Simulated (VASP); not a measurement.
PdCl (CsCl type):

```xyz
2
Lattice="2.6608 0.0000 0.0000 0.0000 2.6608 0.0000 0.0000 0.0000 2.6608" Properties=species:S:1:pos:R:3 pbc="T T T"
Pd    0.0000    0.0000    0.0000
Cl    1.3304    1.3304    1.3304
```

Base run:

* Program: VASP 6.6.1
* Functional: PBE
* Potentials or basis: VASP PAW PBE potentials, release 64 (Pd, Cl)
* Cutoff: 520 eV
* k mesh: 15 × 15 × 15
* Occupations: fermi-dirac, width 0.08 eV
* Spin: no spin polarisation
* Hubbard terms: Pd d U = 6.0 eV

Its results: pressure 157.6 GPa.

Problem. The run is repeated on the same cell with these changes: hubbard terms from Pd d U = 6.0 eV to none; further incar settings from ALGO = Normal; EDIFF = 1e-06; NBANDS = 16 to ALGO = Normal; EDIFF = 1e-07; NBANDS = 16. What comes out?

Solution. Pressure 220.9 GPa.

Caveats: an odd number of electrons without spin polarisation forces a metal; a magnetic or distorted state may lie lower; U without spin polarisation on a metal has little footing (some runs).
